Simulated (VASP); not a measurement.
Na2Hg, 3 atoms in the cell. The structure is cubic, space group Fm-3m (No. 225). The conventional cell has a = 7.391 Å, b = 7.391 Å, c = 7.391 Å, α = 90.00°, β = 90.00°, γ = 90.00°. Na (site symmetry -43m) has 4 Hg at 3.20 Å and 6 Na at 3.70 Å within 4.2 Å. Hg (site symmetry m-3m) has 8 Na at 3.20 Å within 4.2 Å. 

| Property | Result |
| --- | --- |
| Program | VASP 6.6.1 |
| Task | single point |
| Functional | PBE |
| Potentials or basis | VASP PAW PBE potentials, release 64 (Na_pv, Hg) |
| Cutoff | 520 eV |
| k mesh | 12 × 12 × 12 |
| Occupations | gaussian, width 0.1 eV |
| Spin | no spin polarisation |
| Dipole correction | no |
| Further INCAR settings | ALGO = Fast; EDIFF = 1e-06; NBANDS = 20 |

Potentials or basis: VASP PAW PBE potentials, release 64 (Na_pv, Hg).

The run is started by

```bash
$ cat potpaw_PBE.64/Na_pv/POTCAR potpaw_PBE.64/Hg/POTCAR > POTCAR
$ mpirun -np 1 vasp_std > vasp.out
```

Hardware: 1 thread of Oxide Virtual Turin-like Processor, with other jobs on the host.

Estimate the wall time of this run.

It took 3.5 min on 1 thread of Oxide Virtual Turin-like Processor, with other jobs on the host, peak memory 0.28 GiB. Counts: scf iterations 12, k points 72.
